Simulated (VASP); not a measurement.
The system is TaSi2.

```
Ta Si
1.0
     0.00000    4.21500    4.36500
     2.44500    0.00000    4.36500
     2.44500    4.21500    0.00000
Ta Si
2 4
Direct
  0.50000 0.50000 0.50000
  0.75000 0.75000 0.75000
  0.83650 0.16350 0.83650
  0.41350 0.08650 0.41350
  0.08650 0.41350 0.08650
  0.16350 0.83650 0.16350
```

| Property | Result |
| --- | --- |
| Program | VASP 6.6.1 |
| Task | relaxation of cell and atoms |
| Functional | PBE |
| Potentials or basis | VASP PAW PBE potentials, release 64 (Ta_pv, Si) |
| Cutoff | 600 eV |
| k mesh | 4 × 4 × 4 |
| Occupations | gaussian, width 0.2 eV |
| Spin | no spin polarisation |

At the start: pressure -3.3 GPa; volume 14.99 Å³/atom.

Task: Where does the relaxation end?

Result: Over 10 steps the energy falls by 32.3 meV/atom and the volume is 14.71 Å³/atom (-1.9 %); space group Fddd (No. 70, to 0.1 Å) before and after.

Step by step:
| step | energy change (eV) | largest force (eV/Å) | pressure (GPa) | volume (Å³) |
| --- | --- | --- | --- | --- |
| 1 | 0.0000 | 0.6055 | -3.34 | 89.97 |
| 2 | -0.0808 | 0.5065 | 4.65 | 85.95 |
| 3 | -0.0850 | 0.5363 | 3.12 | 86.62 |
| 4 | -0.1515 | 0.2447 | 1.58 | 87.23 |
| 5 | -0.1531 | 0.1819 | 1.38 | 87.34 |
| 6 | -0.1742 | 0.1251 | -1.46 | 88.75 |
| 7 | -0.1743 | 0.1287 | -1.30 | 88.67 |
| 8 | -0.1869 | 0.0873 | 0.30 | 88.10 |
| 9 | -0.1871 | 0.0813 | 0.54 | 88.02 |
| 10 | -0.1940 | 0.0640 | 0.38 | 88.29 |

Final structure:
```cif
data_structure
_symmetry_space_group_name_H-M 'P 1'
_symmetry_Int_Tables_number 1
_cell_length_a 6.0709
_cell_length_b 4.9753
_cell_length_c 4.8570
_cell_angle_alpha 76.249
_cell_angle_beta 52.754
_cell_angle_gamma 50.997
_cell_volume 88.29
loop_
_atom_site_label
_atom_site_type_symbol
_atom_site_fract_x
_atom_site_fract_y
_atom_site_fract_z
_atom_site_occupancy
Ta1 Ta 0.50000 0.50000 0.50000 1
Ta2 Ta 0.75000 0.75000 0.75000 1
Si1 Si 0.84865 0.15135 0.84865 1
Si2 Si 0.40135 0.09865 0.40135 1
Si3 Si 0.09865 0.40135 0.09865 1
Si4 Si 0.15135 0.84865 0.15135 1
```

Caveat: the k points lie up to 0.42 Å⁻¹ apart in the final cell, too coarse for converged energies and pressures of a metal; the relaxation stopped at a loose force limit of 0.08 eV/Å, so its end isn't a converged minimum.
